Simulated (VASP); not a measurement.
Runs of VASP 6.6.1 on PbSe. The structure is that of space group Fm-3m (No. 225), or close to it. The cells are those of the table. 

```csv
task,cell,gap on the mesh (eV),pressure (GPa)
single point,"a = 4.254 Å, angles 60.0°, 2 atoms",0.34,4.1
single point,"a = 4.427 Å, angles 60.0°, 2 atoms",0.75,-2.6
single point,"a = 4.385 Å, angles 60.0°, 2 atoms",0.67,-1.3
single point,"a = 4.208 Å, angles 60.0°, 2 atoms",0.20,6.6
single point,"a = 4.298 Å, angles 60.0°, 2 atoms",0.46,2.0
relaxation of cell and atoms,"relaxed from a = 4.328 Å, angles 60.0°, 2 atoms",0.58,0.0
single point,"a = 4.342 Å, angles 60.0°, 2 atoms",0.57,0.2
single point,"a = 4.469 Å, angles 60.0°, 2 atoms",(a),(b)
```

Alike in all rows: level r2SCAN+rVV10; potentials or basis VASP PAW PBE potentials, release 64 (Pb_d, Se); no spin polarisation; k mesh 10 × 10 × 10; cutoff (eV) 550; smearing gaussian 0.02 eV.

Question: Estimate the missing entries.

Answer: (a) 0.83; (b) -3.7.

Caveats: the PAW data sets were made with another functional, which shifts forces and pressure a little; spin-orbit coupling is left out, which moves the levels of the heavy elements; the cell stands under pressure (at least some runs); the cell stands under tension (at least some runs).

A k mesh can miss the band edges, and the runs leave out spin-orbit coupling on Pb, Se.
